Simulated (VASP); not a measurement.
# Ir (Pm-3m) in VASP: notebook

Ir is run at these levels: r2SCAN; tasks: single point, relaxation of cell and atoms.

Program: VASP 6.6.1. These are calculated values, not measurements. Logs are shortened: lines on timing, memory, paths and dates and some standing lists are left out, and cuts for length are marked.

### Step 1. The cell of the first run

The structure is cubic, space group Pm-3m (No. 221). The conventional cell has a = 2.465 Å, b = 2.465 Å, c = 2.465 Å, α = 90.00°, β = 90.00°, γ = 90.00°. Within 3.3 Å of Ir (site symmetry m-3m) lie 6 Ir at 2.47 Å.

### Step 2. Single point, r2SCAN

POSCAR reads:

```
Ir
1.0
    2.4653247458      0.0000000000      0.0000000000
    0.0000000000      2.4653247458      0.0000000000
    0.0000000000      0.0000000000      2.4653247458
Ir
1
Direct
    0.0000000000      0.0000000000      0.0000000000
```

INCAR.step1 reads:

```
PREC = Accurate ; ENCUT = 520
ISMEAR = 0 ; SIGMA = 0.1
LREAL = False ; LASPH = True
NELM = 60 ; NBANDS = 10
GGA = PE ; ALGO = Normal
EDIFF = 1E-4 ; LWAVE = True
LCHARG = False
```

INCAR.step2 reads:

```
PREC = Accurate ; ENCUT = 520
EDIFF = 1E-7 ; ISMEAR = 0
SIGMA = 0.1 ; LREAL = False
LASPH = True ; NELM = 60
ALGO = Normal ; ISIF = 2
LWAVE = False ; LCHARG = False
METAGGA = R2SCAN ; LMIXTAU = True
NBANDS = 10 ; ISTART = 1
```

KPOINTS reads:

```
Automatic mesh
0
Gamma
  8 8 8
```

Potentials or basis: VASP PAW PBE potentials, release 64 (Ir).

Launch:

```sh
cat potpaw_PBE.64/Ir/POTCAR > POTCAR
cp INCAR.step1 INCAR
mpirun -np 1 vasp_std > vasp.out
cp INCAR.step2 INCAR
mpirun -np 1 vasp_std > vasp.out
```

OUTCAR:

```text
PREC = Accurate
   ENCUT = 520
   EDIFF = 1E-7
   ISMEAR = 0
   LREAL = False
   LASPH = True
   NELM = 60
   ISIF = 2
   METAGGA = R2SCAN
   ISTART = 1

 ion  position               nearest neighbor table
   1  0.000  0.000  0.000-

  LATTYP: Found a simple cubic cell.
 ALAT       =     2.4653247458

  Lattice vectors:

 A1 = (   2.4653247458,   0.0000000000,   0.0000000000)
 A2 = (   0.0000000000,   2.4653247458,   0.0000000000)
 A3 = (   0.0000000000,   0.0000000000,   2.4653247458)

Analysis of symmetry for initial positions (statically):
=====================================================================
 Subroutine PRICEL returns:
 Original cell was already a primitive cell.

 Routine SETGRP: Setting up the symmetry group for a
 simple cubic supercell.

 Subroutine GETGRP returns: Found 48 space group operations
 (whereof 48 operations were pure point group operations)
 out of a pool of 48 trial point group operations.

The static configuration has the point symmetry O_h .

Analysis of symmetry for dynamics (positions and initial velocities):
=====================================================================
 Subroutine PRICEL returns:
 Original cell was already a primitive cell.

 Routine SETGRP: Setting up the symmetry group for a
 simple cubic supercell.

 Subroutine GETGRP returns: Found 48 space group operations
 (whereof 48 operations were pure point group operations)
 out of a pool of 48 trial point group operations.

The dynamic configuration has the point symmetry O_h .

 Subroutine INISYM returns: Found 48 space group operations
 (whereof 48 operations are pure point group operations),
 and found     1 'primitive' translations

----------------------------------------------------------------------------------------

                                     Primitive cell

  volume of cell :      14.9838

  direct lattice vectors                    reciprocal lattice vectors
     2.465324746  0.000000000  0.000000000     0.405626075  0.000000000  0.000000000
     0.000000000  2.465324746  0.000000000     0.000000000  0.405626075  0.000000000
     0.000000000  0.000000000  2.465324746     0.000000000  0.000000000  0.405626075

  length of vectors
     2.465324746  2.465324746  2.465324746     0.405626075  0.405626075  0.405626075

  position of ions in fractional coordinates (direct lattice)
     0.000000000  0.000000000  0.000000000

  ion indices of the primitive-cell ions
   primitive index   ion index
                 1           1

----------------------------------------------------------------------------------------

 KPOINTS: Automatic mesh

Automatic generation of k-mesh.
 Grid dimensions read from file:
 generate k-points for:    8    8    8

 Generating k-lattice:

  Cartesian coordinates                     Fractional coordinates (reciprocal lattice)
     0.050703259  0.000000000  0.000000000     0.125000000  0.000000000  0.000000000
     0.000000000  0.050703259  0.000000000     0.000000000  0.125000000  0.000000000
     0.000000000  0.000000000  0.050703259     0.000000000  0.000000000  0.125000000

  Length of vectors
     0.050703259  0.050703259  0.050703259

  Shift w.r.t. Gamma in fractional coordinates (k-lattice)
     0.000000000  0.000000000  0.000000000

 Subroutine IBZKPT returns following result:
 ===========================================

 Found     35 irreducible k-points:

 Following reciprocal coordinates:
            Coordinates               Weight
  0.000000  0.000000  0.000000      1.000000
  0.125000  0.000000  0.000000      6.000000
  0.250000  0.000000  0.000000      6.000000
  0.375000  0.000000  0.000000      6.000000
  0.500000  0.000000  0.000000      3.000000
  0.125000  0.125000  0.000000     12.000000
[... 16 lines left out ...]
  0.375000  0.375000  0.125000     24.000000
  0.500000  0.375000  0.125000     24.000000
 [... further k-points ...]
   k-points           NKPTS =     35   k-points in BZ     NKDIM =     35   number of bands    NBANDS=     10
   number of dos      NEDOS =    301   number of ions     NIONS =      1
   total plane-waves  NPLWV =   5832
   dimension x,y,z NGX =    18 NGY =   18 NGZ =   18
   dimension x,y,z NGXF=    36 NGYF=   36 NGZF=   36
   ions per type =               1
   NGX,Y,Z   is equivalent  to a cutoff of  12.14, 12.14, 12.14 a.u.
   NGXF,Y,Z  is equivalent  to a cutoff of  24.28, 24.28, 24.28 a.u.
 SYSTEM =  unknown system
   PREC   = accura    normal or accurate (medium, high low for compatibility)
   ISTART =      1    job   : 0-new  1-cont  2-samecut
   ICHARG =      0    charge: 1-file 2-atom 10-const
   ISPIN  =      1    spin polarized calculation?
   LNONCOLLINEAR =      F non collinear calculations
   LSORBIT =      F    spin-orbit coupling
   LASPH  =      T    aspherical Exc in radial PAW
   ENCUT  =  520.0 eV  38.22 Ry    6.18 a.u.   4.58  4.58  4.58*2*pi/ulx,y,z
   NELM   =     60;   NELMIN=  2; NELMDL=  0     # of ELM steps
   EDIFF  = 0.1E-06   stopping-criterion for ELM
   LREAL  =      F    real-space projection
   EDIFFG = 0.1E-05   stopping-criterion for IOM
   NSW    =      0    number of steps for IOM
   IBRION =     -1    ionic relax: 0-MD 1-quasi-New 2-CG
   NFREE  =      0    steps in history (QN), initial steepest desc. (CG)
   ISIF   =      2    stress and relaxation
   ISYM   =      2    0-nonsym 1-usesym 2-fastsym
   POTIM  = 0.5000    time-step for ionic-motion
   TEBEG  =    0.0;   TEEND  =   0.0 temperature during run
   PSTRESS=    0.0 pullay stress
   NELECT =       9.0000    total number of electrons
   NUPDOWN=      -1.0000    fix difference up-down
   EMIN   =  10.00;   EMAX   =-10.00  energy-range for DOS
   EFERMI =   0.00;   METHOD = LEGACY
   ISMEAR =     0;   SIGMA  =   0.10  broadening in eV -4-tet -1-fermi 0-gaus
   EFERMI_NEDOS =   21; number of points for ismear=-14 and -15
   IALGO  =     38    algorithm
   IMIX   =      4    mixing-type and parameters
     AMIX     =   0.40;   BMIX     =  1.00
     AMIX_MAG =   1.60;   BMIX_MAG =  1.00
  volume/ion in A,a.u.               =      14.98       101.12
  Fermi-wavevector in a.u.,A,eV,Ry     =   1.381279  2.610240 25.959001  1.907933
  Thomas-Fermi vector in A             =   2.506078
   LORBIT       =      0    0 simple, 1 ext, 2 COOP (PROOUT), +10 PAW based schemes
   METAGGA = R2SCAN    functional components
   LHFCALC =     F    Hartree Fock is set to
   AEXX    =    0.0000 exact exchange contribution
   IVDW    =     0    specifies the selected vdW correction
   LEPSILON=     F    determine dielectric tensor
   LRPA    =     F    only Hartree local field effects (RPA)
 non-spin polarized calculation
 Gauss-broadening in eV      SIGMA  =   0.10
  energy-cutoff  :      520.00
  volume of cell :       14.98
 maximum number of plane-waves:       437
   NGX =  9   NGY =  9   NGZ =  9

 number of electron       8.9999999 magnetization

 Free energy of the ion-electron system (eV)
  ---------------------------------------------------
  ext. energy  EPLUGINS =         0.00000000
  ---------------------------------------------------
  free energy    TOTEN  =       -51.23505630 eV

  energy without entropy =      -51.22864850  energy(sigma->0) =      -51.23185240

 E-fermi :   9.3341     XC(G=0): -14.5839

 val. band max:        9.3093156404   @ k =   0.3750   0.2500   0.0000
 cond. band min:       9.3861029493   @ k =   0.5000   0.2500   0.0000
 fundamental gap:      0.0767873089
 Fermi energy:         9.3340759903

 k-point     1 :       0.0000    0.0000    0.0000
  band No.  band energies     occupation
      1      -1.3766      2.00000
      2       1.7949      2.00000
      3       1.7949      2.00000
      4      10.8001      0.00000
      5      10.8001      0.00000
      6      10.8001      0.00000
      7      26.3867      0.00000
      8      26.3867      0.00000
      9      26.3867      0.00000
     10      33.6452      0.00000

 k-point     2 :       0.1250    0.0000    0.0000
  band No.  band energies     occupation
      1      -0.8407      2.00000
      2       1.9170      2.00000
      3       2.4046      2.00000
      4      10.1501      0.00000
      5      10.1501      0.00000
      6      10.8513      0.00000
      7      23.7165      0.00000
      8      27.4256      0.00000
      9      27.4256      0.00000
     10      33.2321      0.00000

 k-point     3 :       0.2500    0.0000    0.0000
  band No.  band energies     occupation
      1       0.3181      2.00000
      2       2.2245      2.00000
      3       4.2893      2.00000
      4       8.8176      2.00000
      5       8.8176      2.00000
      6      10.9767      0.00000
      7      19.9251      0.00000
      8      29.6997      0.00000
      9      29.8113      0.00000
     10      29.8113      0.00000

 k-point     4 :       0.3750    0.0000    0.0000
  band No.  band energies     occupation
      1       1.4040      2.00000
      2       2.5524      2.00000
      3       6.7807      2.00000
      4       7.7047      2.00000
      5       7.7047      2.00000
      6      11.1047      0.00000
      7      17.2996      0.00000
      8      27.3166      0.00000
      9      32.3532      0.00000
     10      32.3532      0.00000

 k-point     5 :       0.5000    0.0000    0.0000
  band No.  band energies     occupation
      1       1.8782      2.00000
      2       2.6951      2.00000
      3       7.2889      2.00000
      4       7.2889      2.00000
      5       7.9803      2.00000
      6      11.1585      0.00000
      7      16.4792      0.00000
      8      26.4759      0.00000
      9      31.3998      0.00000
     10      33.6649      0.00000

 k-point     6 :       0.1250    0.1250    0.0000
  band No.  band energies     occupation
      1      -0.2931      2.00000
      2       2.3001      2.00000
      3       2.7330      2.00000
      4       9.4506      0.09949
      5      10.1089      0.00000
      6      10.3194      0.00000
      7      24.3626      0.00000
      8      24.9277      0.00000
      9      28.4818      0.00000
     10      32.8755      0.00000
[... 183 lines left out ...]
 k-point    21 :       0.3750    0.2500    0.1250
  band No.  band energies     occupation
      1       3.0499      2.00000
      2       3.8863      2.00000
      3       6.0629      2.00000
      4       6.7074      2.00000
      5       8.6737      2.00000
      6      10.5402      0.00000
      7      19.4711      0.00000
      8      25.4239      0.00000
      9      29.6388      0.00000
     10      31.2627      0.00000

 k-point    22 :       0.5000    0.2500    0.1250
  band No.  band energies     occupation
      1       3.1960      2.00000
      2       3.8320      2.00000
      3       6.0883      2.00000
      4       6.2673      2.00000
      5       8.8044      2.00000
      6      13.4747      0.00000
      7      16.6778      0.00000
      8      27.3183      0.00000
      9      28.3279      0.00000
     10      29.8364      0.00000

 k-point    23 :       0.3750    0.3750    0.1250
  band No.  band energies     occupation
      1       2.2681      2.00000
      2       4.0662      2.00000
      3       6.8942      2.00000
      4       6.9620      2.00000
      5       9.8544      0.00000
      6      11.8949      0.00000
      7      19.2645      0.00000
      8      23.5732      0.00000
      9      27.7292      0.00000
     10      31.5689      0.00000

 k-point    24 :       0.5000    0.3750    0.1250
  band No.  band energies     occupation
      1       1.8578      2.00000
      2       4.2876      2.00000
      3       6.5355      2.00000
      4       7.0504      2.00000
      5      10.6297      0.00000
      6      15.0579      0.00000
      7      16.5094      0.00000
      8      24.8982      0.00000
      9      25.1086      0.00000
     10      31.7628      0.00000

 [... further k-points ...]
[... 5 lines left out ...]
  --------------------------------------------------------------------------------------
  -------------------------------------------------------------------------------------
  Total        3.4415311      3.4415311      3.4415311      0.0000000      0.0000000     -0.0000000
  in kB      367.9932650    367.9932650    367.9932650      0.0000000      0.0000000     -0.0000000
  external PRESSURE =     367.9932650 kB  Pullay stress =       0.0000000 kB

 VOLUME and BASIS-vectors are now :
 -----------------------------------------------------------------------------
  energy-cutoff  :      520.00
  volume of cell :       14.98
      direct lattice vectors                 reciprocal lattice vectors
     2.465324746  0.000000000  0.000000000     0.405626075  0.000000000  0.000000000
     0.000000000  2.465324746  0.000000000     0.000000000  0.405626075  0.000000000
     0.000000000  0.000000000  2.465324746     0.000000000  0.000000000  0.405626075

 POSITION                                       TOTAL-FORCE (eV/Angst)
 -----------------------------------------------------------------------------------
      0.00000      0.00000      0.00000         0.000000      0.000000      0.000000
 -----------------------------------------------------------------------------------
    total drift:                               -0.000000      0.000000     -0.000000

  FREE ENERGIE OF THE ION-ELECTRON SYSTEM (eV)
  ---------------------------------------------------
  free  energy   TOTEN  =       -51.2350563029 eV

  energy  without entropy=      -51.2286485031  energy(sigma->0) =      -51.23185240
```

Run time: 40 s. Hardware: 1 thread of AMD EPYC 7R13, shared host; peak memory 0.09 GiB.

What came out:

* Free energy: -51.2351 eV
* Pressure: 36.8 GPa

Caveat: the PAW data sets were made with another functional, which shifts forces and pressure a little; spin-orbit coupling is left out, which moves the levels of the heavy elements.

(Continued in part 2 of 3.)
